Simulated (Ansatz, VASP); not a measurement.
**SnO in VASP and in Ansatz**

INCAR

```
SYSTEM = SnO
PREC     = Accurate       ! precision mode
ENCUT    = 520            ! plane-wave cutoff, eV
EDIFF    = 1E-6           ! SCF threshold, eV
ISMEAR   = 0              ! smearing method
SIGMA    = 0.01           ! smearing width, eV
LREAL    = .False.        ! projectors in reciprocal space
LASPH    = .True.         ! aspherical terms in the spheres
NELM     = 80             ! most SCF steps
ALGO     = Normal         ! electronic algorithm
ISIF     = 2              ! what is computed and relaxed
LWAVE    = .False.        ! write WAVECAR
LCHARG   = .False.        ! write CHGCAR
GGA      = PE             ! functional
NBANDS   = 28             ! bands
```

The input KPOINTS:

```
Automatic mesh
0
Gamma
  9 9 2
  0 0 0
```

The input POSCAR:

```
SnO
1.0
    3.4271831594      0.0000000000      0.0000000000
   -1.7135915797      2.9680276795      0.0000000000
    0.0000000000      0.0000000000      9.3719068297
Sn O
2 2
Direct
    0.3333333333      0.6666666667     -0.0059446236
    0.6666666667      0.3333333333      0.4940553764
    0.3333333333      0.6666666667      0.3809446236
    0.6666666667      0.3333333333      0.8809446236
```

Input for Ansatz:

```yaml
crystal:
  lattice:
    - [3.4271831594, 0.0, 0.0]
    - [-1.7135915797, 2.9680276795, 0.0]
    - [0.0, 0.0, 9.3719068297]
  atoms:
    - { symbol: Sn, position: [0.3333333333, 0.6666666667, -0.0059446236] }
    - { symbol: Sn, position: [0.6666666667, 0.3333333333, 0.4940553764] }
    - { symbol: O, position: [0.3333333333, 0.6666666667, 0.3809446236] }
    - { symbol: O, position: [0.6666666667, 0.3333333333, 0.8809446236] }
kpoints:
  mp_grid: { grid: [9, 9, 2] }
hamiltonian:
  xc: pbe
scf:
  occupations: { method: fixed }
  n_extra_bands: 5
output:
  forces: true
  stress: true
  eigenvalues: true
```

Alike in both runs: task single point; functional PBE; k mesh 9 × 9 × 2; no spin polarisation.

|  | VASP | Ansatz |
| --- | --- | --- |
| version | VASP 6.6.1 | Ansatz 0.2.0 |
| potentials or method | VASP PAW PBE potentials, release 64 (Sn_d, O) | plane waves, PAW |
| plane-wave cutoff (eV) | 520 | 420 |
| occupations | gaussian, width 0.01 eV | fixed |
| valence electrons in the cell | 40 | 40 |

|  | VASP | Ansatz | Ansatz less VASP |
| --- | --- | --- | --- |
| gap on the k mesh at the Fermi level (eV) | 1.52 | 1.54 | +0.023 |
| pressure (GPa) | -2.9 | -3.0 | -0.12 |
| traceless stress, the component that is largest in VASP (GPa) | 0.76 | 0.84 | +0.079 |
| rms of the force components (eV/Å) | 0.252 | 0.280 | +0.0284 |

Atom by atom the forces differ by 0.028 eV/Å (rms over components).
